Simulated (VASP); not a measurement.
# CdSe (I-4m2) in VASP: notebook

CdSe is run at these levels: r2SCAN; tasks: single point.

Everything below comes from runs of VASP 6.6.1. Logs are shortened: lines on timing, memory, paths and dates and some standing lists are left out, and cuts for length are marked.

## Step 1: The cell of the first run

It takes space group I-4m2 (No. 119, tetragonal). Conventional cell: a = 4.424 Å, b = 4.424 Å, c = 5.952 Å, α = 90.00°, β = 90.00°, γ = 90.00°. Within 3.5 Å of Cd (site symmetry -4m2) lie 4 Se at 2.67 Å. Within 3.5 Å of Se (site symmetry -4m2) lie 4 Cd at 2.67 Å.

## Step 2: Single point, r2SCAN (in-plane strain +0.02, then relaxed in part)

File POSCAR:

```
CdSe
1.0
    3.1281143164      3.1281143164      0.0000000000
   -3.1281143164      3.1281143164      0.0000000000
    0.0000000000      3.1281143164      2.9758975365
Cd Se
1 1
Direct
    0.0000000000      0.0000000000      0.0000000000
    0.7500000000      0.2500000000      0.5000000000
```

File INCAR.step1:

```
SYSTEM = CdSe
ALGO     = Normal         ! electronic algorithm
EDIFF    = 1E-4           ! SCF threshold, eV
ENCUT    = 520            ! plane-wave cutoff, eV
GGA      = PE             ! functional
ISMEAR   = 0              ! smearing method
LASPH    = .True.         ! aspherical terms in the spheres
LCHARG   = .False.        ! write CHGCAR
LREAL    = .False.        ! projectors in reciprocal space
LWAVE    = .True.         ! write WAVECAR
NBANDS   = 16             ! bands
NELM     = 100            ! most SCF steps
PREC     = Accurate       ! precision mode
SIGMA    = 0.01           ! smearing width, eV
```

File INCAR.step2:

```
SYSTEM = CdSe
ALGO     = Normal         ! electronic algorithm
EDIFF    = 1E-7           ! SCF threshold, eV
ENCUT    = 520            ! plane-wave cutoff, eV
ISIF     = 2              ! what is computed and relaxed
ISMEAR   = 0              ! smearing method
ISTART   = 1            
LASPH    = .True.         ! aspherical terms in the spheres
LCHARG   = .False.        ! write CHGCAR
LMIXTAU  = .True.       
LREAL    = .False.        ! projectors in reciprocal space
LWAVE    = .False.        ! write WAVECAR
METAGGA  = R2SCAN         ! meta-GGA
NBANDS   = 16             ! bands
NELM     = 100            ! most SCF steps
PREC     = Accurate       ! precision mode
SIGMA    = 0.01           ! smearing width, eV
```

File KPOINTS:

```
k-points
0
Gamma
  6 6 6
  0 0 0
```

Potentials or basis: VASP PAW PBE potentials, release 64 (Cd, Se).

Started as:

```
> cat potpaw_PBE.64/Cd/POTCAR potpaw_PBE.64/Se/POTCAR > POTCAR
> cp INCAR.step1 INCAR
> mpirun -np 1 vasp_std > vasp.out
> cp INCAR.step2 INCAR
> mpirun -np 1 vasp_std > vasp.out
```

OUTCAR:

```text
SYSTEM = CdSe
   EDIFF = 1E-7
   ENCUT = 520
   ISIF = 2
   ISMEAR = 0
   ISTART = 1
   LASPH = .True.
   LREAL = .False.
   METAGGA = R2SCAN
   NELM = 100
   PREC = Accurate

 ion  position               nearest neighbor table
   1  0.000  0.000  0.000-   2 2.67   2 2.67   2 2.67   2 2.67
   2  0.750  0.250  0.500-   1 2.67   1 2.67   1 2.67   1 2.67

  LATTYP: Found a body centered tetragonal cell.
 ALAT       =     4.4238216909
 C/A-ratio  =     1.3453966929

  Lattice vectors:

 A1 = (   3.1281143164,   0.0000000000,  -2.9758975365)
 A2 = (  -3.1281143164,   0.0000000000,  -2.9758975365)
 A3 = (   0.0000000000,   3.1281143164,   2.9758975365)

Analysis of symmetry for initial positions (statically):
=====================================================================
 Subroutine PRICEL returns:
 Original cell was already a primitive cell.

 Routine SETGRP: Setting up the symmetry group for a
 body centered tetragonal supercell.

 Subroutine GETGRP returns: Found  8 space group operations
 (whereof  8 operations were pure point group operations)
 out of a pool of 16 trial point group operations.

The static configuration has the point symmetry D_2d.

Analysis of symmetry for dynamics (positions and initial velocities):
=====================================================================
 Subroutine PRICEL returns:
 Original cell was already a primitive cell.

 Routine SETGRP: Setting up the symmetry group for a
 body centered tetragonal supercell.

 Subroutine GETGRP returns: Found  8 space group operations
 (whereof  8 operations were pure point group operations)
 out of a pool of 16 trial point group operations.

The dynamic configuration has the point symmetry D_2d.

 Subroutine INISYM returns: Found  8 space group operations
 (whereof  8 operations are pure point group operations),
 and found     1 'primitive' translations

----------------------------------------------------------------------------------------

                                     Primitive cell

  volume of cell :      58.2389

  direct lattice vectors                    reciprocal lattice vectors
     3.128114316  3.128114316  0.000000000     0.159840706  0.159840706 -0.168016537
    -3.128114316  3.128114316  0.000000000    -0.159840706  0.159840706 -0.168016537
     0.000000000  3.128114316  2.975897537     0.000000000  0.000000000  0.336033075

  length of vectors
     4.423821691  4.423821691  4.317530003     0.281651663  0.281651663  0.336033075

  position of ions in fractional coordinates (direct lattice)
     0.000000000  0.000000000  0.000000000
     0.750000000  0.250000000  0.500000000

  ion indices of the primitive-cell ions
   primitive index   ion index
                 1           1
                 2           2

----------------------------------------------------------------------------------------

 KPOINTS: k-points

Automatic generation of k-mesh.
 Grid dimensions read from file:
 generate k-points for:    6    6    6

 Generating k-lattice:

  Cartesian coordinates                     Fractional coordinates (reciprocal lattice)
     0.026640118  0.026640118 -0.028002756     0.166666667  0.000000000 -0.000000000
    -0.026640118  0.026640118 -0.028002756     0.000000000  0.166666667 -0.000000000
     0.000000000  0.000000000  0.056005512     0.000000000  0.000000000  0.166666667

  Length of vectors
     0.046941944  0.046941944  0.056005512

  Shift w.r.t. Gamma in fractional coordinates (k-lattice)
     0.000000000  0.000000000  0.000000000

 Subroutine IBZKPT returns following result:
 ===========================================

 Found     30 irreducible k-points:

 Following reciprocal coordinates:
            Coordinates               Weight
  0.000000  0.000000  0.000000      1.000000
  0.166667  0.000000 -0.000000      8.000000
  0.333333  0.000000 -0.000000      8.000000
  0.500000  0.000000 -0.000000      4.000000
  0.166667  0.166667 -0.000000      8.000000
  0.333333  0.166667 -0.000000     16.000000
[... 16 lines left out ...]
 -0.333333 -0.333333  0.166667      4.000000
 -0.166667 -0.333333  0.166667     16.000000
 [... further k-points ...]
   k-points           NKPTS =     30   k-points in BZ     NKDIM =     30   number of bands    NBANDS=     16
   number of dos      NEDOS =    301   number of ions     NIONS =      2
   total plane-waves  NPLWV =  41472
   dimension x,y,z NGX =    36 NGY =   36 NGZ =   32
   dimension x,y,z NGXF=    72 NGYF=   72 NGZF=   64
   ions per type =               1   1
   NGX,Y,Z   is equivalent  to a cutoff of  13.53, 13.53, 12.32 a.u.
   NGXF,Y,Z  is equivalent  to a cutoff of  27.06, 27.06, 24.64 a.u.
 SYSTEM =  CdSe
   PREC   = accura    normal or accurate (medium, high low for compatibility)
   ISTART =      1    job   : 0-new  1-cont  2-samecut
   ICHARG =      0    charge: 1-file 2-atom 10-const
   ISPIN  =      1    spin polarized calculation?
   LNONCOLLINEAR =      F non collinear calculations
   LSORBIT =      F    spin-orbit coupling
   LASPH  =      T    aspherical Exc in radial PAW
   ENCUT  =  520.0 eV  38.22 Ry    6.18 a.u.   8.23  8.23  8.03*2*pi/ulx,y,z
   NELM   =    100;   NELMIN=  2; NELMDL=  0     # of ELM steps
   EDIFF  = 0.1E-06   stopping-criterion for ELM
   LREAL  =      F    real-space projection
   EDIFFG = 0.1E-05   stopping-criterion for IOM
   NSW    =      0    number of steps for IOM
   IBRION =     -1    ionic relax: 0-MD 1-quasi-New 2-CG
   NFREE  =      0    steps in history (QN), initial steepest desc. (CG)
   ISIF   =      2    stress and relaxation
   ISYM   =      2    0-nonsym 1-usesym 2-fastsym
   POTIM  = 0.5000    time-step for ionic-motion
   TEBEG  =    0.0;   TEEND  =   0.0 temperature during run
   PSTRESS=    0.0 pullay stress
   NELECT =      18.0000    total number of electrons
   NUPDOWN=      -1.0000    fix difference up-down
   EMIN   =  10.00;   EMAX   =-10.00  energy-range for DOS
   EFERMI =   0.00;   METHOD = LEGACY
   ISMEAR =     0;   SIGMA  =   0.01  broadening in eV -4-tet -1-fermi 0-gaus
   EFERMI_NEDOS =   21; number of points for ismear=-14 and -15
   IALGO  =     38    algorithm
   IMIX   =      4    mixing-type and parameters
     AMIX     =   0.40;   BMIX     =  1.00
     AMIX_MAG =   1.60;   BMIX_MAG =  1.00
  volume/ion in A,a.u.               =      29.12       196.51
  Fermi-wavevector in a.u.,A,eV,Ry     =   1.106865  2.091671 16.669175  1.225150
  Thomas-Fermi vector in A             =   2.243371
   LORBIT       =      0    0 simple, 1 ext, 2 COOP (PROOUT), +10 PAW based schemes
   METAGGA = R2SCAN    functional components
   LHFCALC =     F    Hartree Fock is set to
   AEXX    =    0.0000 exact exchange contribution
   IVDW    =     0    specifies the selected vdW correction
   LEPSILON=     F    determine dielectric tensor
   LRPA    =     F    only Hartree local field effects (RPA)
 non-spin polarized calculation
 Gauss-broadening in eV      SIGMA  =   0.01
  energy-cutoff  :      520.00
  volume of cell :       58.24
 maximum number of plane-waves:      1588
 NGX is ok and might be reduce to    36
   NGX = 17   NGY = 17   NGZ = 17

 number of electron      17.9999999 magnetization

 Free energy of the ion-electron system (eV)
  ---------------------------------------------------
  ext. energy  EPLUGINS =         0.00000000
  ---------------------------------------------------
  free energy    TOTEN  =       -35.90807111 eV

  energy without entropy =      -35.90807111  energy(sigma->0) =      -35.90807111

 E-fermi :   0.5316     XC(G=0):  -9.2633

 val. band max:        0.4652466558   @ k =   0.0000   0.0000   0.0000
 cond. band min:       1.3737326081   @ k =   0.0000   0.0000   0.0000
 fundamental gap:      0.9084859523
 Fermi energy:         0.5316154944

 k-point     1 :       0.0000    0.0000    0.0000
  band No.  band energies     occupation
      1     -12.4443      2.00000
      2      -7.6902      2.00000
      3      -7.6902      2.00000
      4      -7.6697      2.00000
      5      -7.3276      2.00000
      6      -7.3190      2.00000
[... 8 lines left out ...]
     15      11.5732      0.00000
     16      12.1977      0.00000

 k-point     2 :       0.1667    0.0000   -0.0000
  band No.  band energies     occupation
      1     -12.3574      2.00000
      2      -7.6634      2.00000
      3      -7.6505      2.00000
      4      -7.5924      2.00000
      5      -7.3257      2.00000
      6      -7.3213      2.00000
[... 8 lines left out ...]
     15      10.9323      0.00000
     16      11.5533      0.00000

 k-point     3 :       0.3333    0.0000   -0.0000
  band No.  band energies     occupation
      1     -12.1814      2.00000
      2      -7.6195      2.00000
      3      -7.6008      2.00000
      4      -7.3305      2.00000
      5      -7.3094      2.00000
      6      -7.2890      2.00000
[... 8 lines left out ...]
     15      11.4561      0.00000
     16      11.4967      0.00000

 k-point     4 :       0.5000    0.0000   -0.0000
  band No.  band energies     occupation
      1     -12.0926      2.00000
      2      -7.6039      2.00000
      3      -7.5817      2.00000
      4      -7.3115      2.00000
      5      -7.2933      2.00000
      6      -7.0461      2.00000
[... 8 lines left out ...]
     15      12.8535      0.00000
     16      13.2494      0.00000
[... 324 lines left out ...]
 k-point    22 :      -0.1667    0.5000    0.1667
  band No.  band energies     occupation
      1     -12.0707      2.00000
      2      -7.5538      2.00000
      3      -7.5231      2.00000
      4      -7.3762      2.00000
      5      -7.3019      2.00000
      6      -7.1097      2.00000
[... 8 lines left out ...]
     15      12.7075      0.00000
     16      13.7686      0.00000

 k-point    23 :      -0.3333   -0.3333    0.1667
  band No.  band energies     occupation
      1     -11.9846      2.00000
      2      -7.5007      2.00000
      3      -7.4881      2.00000
      4      -7.3722      2.00000
      5      -7.3048      2.00000
      6      -6.9065      2.00000
[... 8 lines left out ...]
     15      13.6996      0.00000
     16      14.2505      0.00000

 k-point    24 :      -0.1667   -0.3333    0.1667
  band No.  band energies     occupation
      1     -12.0078      2.00000
      2      -7.5380      2.00000
      3      -7.5079      2.00000
      4      -7.3577      2.00000
      5      -7.3098      2.00000
      6      -6.9154      2.00000
[... 8 lines left out ...]
     15      12.8258      0.00000
     16      14.1094      0.00000

 [... further k-points ...]

------------------------ aborting loop because EDIFF is reached ----------------------------------------

  FORCE on cell =-STRESS in cart. coord.  units (eV):
  Direction    XX          YY          ZZ          XY          YZ          ZX
  --------------------------------------------------------------------------------------
  -------------------------------------------------------------------------------------
  Total       -0.2030638     -0.2030638      0.0795960      0.0000000      0.0000000      0.0000000
  in kB       -5.5863738     -5.5863738      2.1897210      0.0000000      0.0000000      0.0000000
  external PRESSURE =      -2.9943422 kB  Pullay stress =       0.0000000 kB

 VOLUME and BASIS-vectors are now :
 -----------------------------------------------------------------------------
  energy-cutoff  :      520.00
  volume of cell :       58.24
      direct lattice vectors                 reciprocal lattice vectors
     3.128114316  3.128114316  0.000000000     0.159840706  0.159840706 -0.168016537
    -3.128114316  3.128114316  0.000000000    -0.159840706  0.159840706 -0.168016537
     0.000000000  3.128114316  2.975897537     0.000000000  0.000000000  0.336033075

 POSITION                                       TOTAL-FORCE (eV/Angst)
 -----------------------------------------------------------------------------------
      0.00000      0.00000      0.00000         0.000000     -0.000000      0.000000
      1.56406      4.69217      1.48795        -0.000000      0.000000      0.000000
 -----------------------------------------------------------------------------------
    total drift:                                0.000063      0.000000      0.000000

  FREE ENERGIE OF THE ION-ELECTRON SYSTEM (eV)
  ---------------------------------------------------
  free  energy   TOTEN  =       -35.9080711088 eV

  energy  without entropy=      -35.9080711088  energy(sigma->0) =      -35.90807111
```

Run time: 2.9 min. Hardware: 1 thread of Intel Xeon 8259CL, shared host; peak memory 0.22 GiB.

Results:

* Free energy: -35.9081 eV
* Pressure: -0.3 GPa
* Band gap on the k mesh: 0.91 eV

Stress tensor (GPa, compression positive):
```
-0.56  0.00  0.00
 0.00 -0.56  0.00
 0.00  0.00  0.22
```

Levels at points of the mesh, in eV from the valence-band top:
| k point | band 5 | band 6 | band 7 | band 8 | band 9 | band 10 | band 11 | band 12 | band 13 | band 14 |
| --- | --- | --- | --- | --- | --- | --- | --- | --- | --- | --- |
| (0.00, 0.00, 0.00) | -7.79 | -7.78 | -0.14 | -0.14 | 0.00 | 0.91 | 6.38 | 6.40 | 6.40 | 10.07 |
| (0.50, 0.00, 0.00) | -7.76 | -7.51 | -4.30 | -0.90 | -0.70 | 2.70 | 6.65 | 7.03 | 7.64 | 10.35 |
| (0.50, 0.50, 0.00) | -7.74 | -7.47 | -4.10 | -1.82 | -1.74 | 3.48 | 4.17 | 9.25 | 10.35 | 10.92 |
| (0.00, 0.00, 0.50) | -7.73 | -7.39 | -3.83 | -1.99 | -1.99 | 3.33 | 3.74 | 9.73 | 10.60 | 10.60 |

Caveat: the cell differs from its parent crystal (in-plane strain +0.02, then relaxed in part); the PAW data sets were made with another functional, which shifts forces and pressure a little.

## Step 3: Single point, r2SCAN (in-plane strain +0.02)

Edit POSCAR of step 2 so:

```diff
@@ -4,3 +4,3 @@
    -3.1281143164      3.1281143164      0.0000000000
-    0.0000000000      3.1281143164      2.9758975365
+    0.0000000000      3.1281143164      3.0299773967
 Cd Se
```

File INCAR.step1:

```
SYSTEM = CdSe
ALGO = Normal ; EDIFF = 1E-4
ENCUT = 520 ; GGA = PE
ISMEAR = 0 ; LASPH = .TRUE.
LCHARG = .FALSE. ; LREAL = .FALSE.
LWAVE = .TRUE. ; NBANDS = 16
NELM = 60 ; PREC = Accurate
SIGMA = 0.01
```

File INCAR.step2:

```
SYSTEM = CdSe
ALGO = Normal ; EDIFF = 1E-6
ENCUT = 520 ; ISIF = 2
ISMEAR = 0 ; ISTART = 1
LASPH = .TRUE. ; LCHARG = .TRUE.
LELF = .TRUE. ; LMIXTAU = .TRUE.
LREAL = .FALSE. ; LVHAR = .TRUE.
LWAVE = .FALSE. ; METAGGA = R2SCAN
NBANDS = 16 ; NELM = 60
PREC = Accurate ; SIGMA = 0.01
```

File KPOINTS:

```
k-points
0
G
  6 6 6
  0 0 0
```

Potentials or basis: VASP PAW PBE potentials, release 64 (Cd, Se).

Started as:

```
> cat potpaw_PBE.64/Cd/POTCAR potpaw_PBE.64/Se/POTCAR > POTCAR
> cp INCAR.step1 INCAR
> mpirun -np 1 vasp_std > vasp.out
> cp INCAR.step2 INCAR
> mpirun -np 1 vasp_std > vasp.out
```

Run time: 2.9 min. Hardware: 1 thread of Intel Xeon 8259CL, shared host; peak memory 0.22 GiB.

It converged, with:

```
Free energy            : -35.9063 eV
Pressure               : -1.1 GPa
Band gap on the k mesh : 0.90 eV
```

Stress tensor (GPa, compression positive):
```
-1.32  0.00  0.00
 0.00 -1.32  0.00
 0.00  0.00 -0.77
```

Levels at points of the mesh, in eV from the valence-band top:
```
           k point  band 5  band 6  band 7  band 8  band 9  band 10  band 11  band 12  band 13  band 14
(0.00, 0.00, 0.00)   -7.73   -7.72   -0.09   -0.09    0.00     0.90     6.40     6.42     6.42    10.01
(0.50, 0.00, 0.00)   -7.70   -7.46   -4.18   -0.81   -0.68     2.72     6.74     6.97     7.60    10.33
(0.50, 0.50, 0.00)   -7.68   -7.41   -3.96   -1.75   -1.70     3.52     4.13     9.26    10.39    10.76
(0.00, 0.00, 0.50)   -7.67   -7.37   -3.79   -1.85   -1.85     3.42     3.85     9.56    10.54    10.54
```

Caveat: the cell differs from its parent crystal (in-plane strain +0.02); the PAW data sets were made with another functional, which shifts forces and pressure a little.
